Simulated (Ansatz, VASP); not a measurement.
## NaCl: VASP beside Ansatz

```
CELL_PARAMETERS angstrom
-0.00159 2.72488 2.76736
2.75863 0.00714 2.75863
2.76736 2.72488 -0.00159
ATOMIC_POSITIONS crystal
Na 0.97503 0.00000 0.02497
Cl 0.52497 0.50000 0.47503
```

Alike in both runs: task single point; functional PBEsol; k mesh 8 × 8 × 8; occupations gaussian, width 0.02 eV; no spin polarisation.

|  | VASP | Ansatz |
| --- | --- | --- |
| version | VASP 6.6.1 | Ansatz 0.2.0 |
| potentials or method | VASP PAW PBE potentials, release 64 (Na_pv, Cl), cutoff 520 eV | scalar-relativistic, plane waves, PAW |
| valence electrons in the cell | 14 | 16 |

```tsv
	VASP	Ansatz	Ansatz less VASP
gap on the k mesh at the Fermi level (eV)	5.23	5.23	+0.005
least direct gap on the mesh (eV)	5.23	5.23	+0.005
pressure (GPa)	2.2	2.2	-0.05
traceless stress, the component that is largest in VASP (GPa)	0.29	0.29	-0.007
rms of the force components (eV/Å)	0.203	0.199	-0.0037
```

VASP's potentials were made for PBE, not for PBEsol. Atom by atom the forces differ by 0.004 eV/Å (rms over components). With one functional, cell and mesh, what is left measures potentials, basis and numerics. VASP's potentials hold 14 valence electrons a cell and Ansatz's 16, so a difference there can come from the potentials and not from the codes.
